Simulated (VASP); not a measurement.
Input of a VASP 6.6.1 run:

INCAR

```
SYSTEM = In2As2F
PREC     = Accurate       ! precision mode
ENCUT    = 520            ! plane-wave cutoff, eV
EDIFF    = 1E-7           ! SCF threshold, eV
ISMEAR   = 0              ! smearing method
SIGMA    = 0.1            ! smearing width, eV
LREAL    = .FALSE.        ! projectors in reciprocal space
LASPH    = .TRUE.         ! aspherical terms in the spheres
NELM     = 60             ! most SCF steps
ALGO     = Normal         ! electronic algorithm
ISIF     = 2              ! what is computed and relaxed
LWAVE    = .FALSE.        ! write WAVECAR
LCHARG   = .FALSE.        ! write CHGCAR
LDIPOL   = .TRUE.       
IDIPOL   = 3            
DIPOL    = 0.5 0.5 0.335
GGA      = PE             ! functional
IVDW     = 12             ! dispersion correction
NBANDS   = 30             ! bands
```

The input KPOINTS:

```
Automatic mesh
0
G
  6 6 1
  0 0 0
```

The input POSCAR:

```
In2As2F
1.0
    4.3220706682      0.0000000000      0.0000000000
   -2.1610353341      3.7430229956      0.0000000000
    0.0000000000      0.0000000000     21.8386926822
As In F
2 2 1
Direct
    0.0000000000      0.0000000000      0.1831611470
    0.3333333333      0.6666666667      0.3540823938
    0.3333333333      0.6666666667      0.2235591229
    0.6666666667      0.3333333333      0.3864101577
    0.6666666667      0.3333333333      0.5283600466
```

Potentials or basis: VASP PAW PBE potentials, release 64 (As, In_d, F).

Launch:

```sh
$ cat potpaw_PBE.64/As/POTCAR potpaw_PBE.64/In_d/POTCAR potpaw_PBE.64/F/POTCAR > POTCAR
$ mpirun -np 1 vasp_std > vasp.out
```

**Question.** What does it give for the largest force?

**Answer.** 1.491 eV/Å.

**Question.** What does it give for the dispersion energy per atom?

**Answer.** -0.174 eV.

Forces in eV/Å, atoms in the order of the input:
```
As   0.000  0.000 -0.091
As   0.000  0.000 -0.429
In   0.000  0.000  0.409
In   0.000  0.000  1.491
F    0.000  0.000 -1.379
```

Caveat: an odd number of electrons without spin polarisation forces a metal; a magnetic or distorted state may lie lower.
